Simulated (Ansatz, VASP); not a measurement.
# AlSi62: VASP beside Ansatz

```
Si Al
1.0
    10.86000    0.00000    0.00000
     0.00000   10.86000    0.00000
     0.00000    0.00000   10.86000
Si Al
62 1
Direct
  0.50927 0.99481 0.99073
  0.62799 0.12201 0.12013
  0.75519 0.24073 0.99073
  0.87544 0.37251 0.12251
  0.75104 0.99896 0.24900
  0.87605 0.12532 0.37384
  0.00219 0.99908 0.99917
  0.12720 0.12562 0.12422
  0.25430 0.24743 0.99743
  0.37606 0.37394 0.12394
  0.50257 0.49570 0.99743
  0.62438 0.62280 0.12422
  0.75092 0.74781 0.99917
  0.87589 0.87411 0.12408
  0.24951 0.99846 0.25049
  0.37578 0.12562 0.37280
  0.50257 0.24743 0.24570
  0.62438 0.37422 0.37280
  0.75154 0.50049 0.25049
  0.87176 0.63226 0.38226
  0.50083 0.99908 0.49781
  0.63915 0.11085 0.62188
  0.75092 0.24917 0.49781
  0.87589 0.37408 0.62411
  0.87812 0.11085 0.86085
  0.00253 0.49879 0.00027
  0.12438 0.62562 0.12728
  0.25121 0.74747 0.00027
  0.37749 0.87456 0.12251
  0.00253 0.25027 0.24879
  0.12438 0.37728 0.37562
  0.25077 0.49923 0.24923
  0.37272 0.62562 0.37562
  0.49973 0.74747 0.24879
  0.62468 0.87395 0.37384
  0.98797 0.00138 0.51203
  0.12616 0.12532 0.62395
  0.25121 0.25027 0.49747
  0.37749 0.37251 0.62456
  0.49973 0.49879 0.49747
  0.62468 0.62384 0.62395
  0.74862 0.76203 0.51203
  0.25100 0.99896 0.74896
  0.37987 0.12201 0.87201
  0.50927 0.24073 0.74481
  0.62799 0.37013 0.87201
  0.75104 0.49900 0.74896
  0.87605 0.62384 0.87532
  0.99896 0.75104 0.25289
  0.11774 0.87824 0.38226
  0.99896 0.50289 0.50104
  0.11774 0.63226 0.62824
  0.24711 0.75104 0.50104
  0.37592 0.87411 0.62411
  0.00219 0.24917 0.74908
  0.12720 0.37422 0.87562
  0.24951 0.50049 0.74846
  0.37578 0.62280 0.87562
  0.50083 0.74781 0.74908
  0.63915 0.87188 0.86085
  0.98797 0.76203 0.75138
  0.12616 0.87395 0.87532
  0.81435 0.93565 0.68565
```

Alike in both runs: functional PBE; k mesh 1 × 1 × 1; occupations fermi-dirac, width 0.02 eV; collinear spin.

Ansatz relaxed the structure, and its values are those at the end. VASP's run is a single point on that final structure, the one shown.

|  | VASP | Ansatz |
| --- | --- | --- |
| version | VASP 6.6.1 | Ansatz 0.2.0 |
| potentials or method | VASP PAW PBE potentials, release 64 (Si, Al), cutoff 520 eV | scalar-relativistic, plane waves, PAW |
| valence electrons in the cell | 251 | 251 |

```tsv
	VASP	Ansatz	Ansatz less VASP
net moment per atom (μB)	0.01	0.01	0.000
```
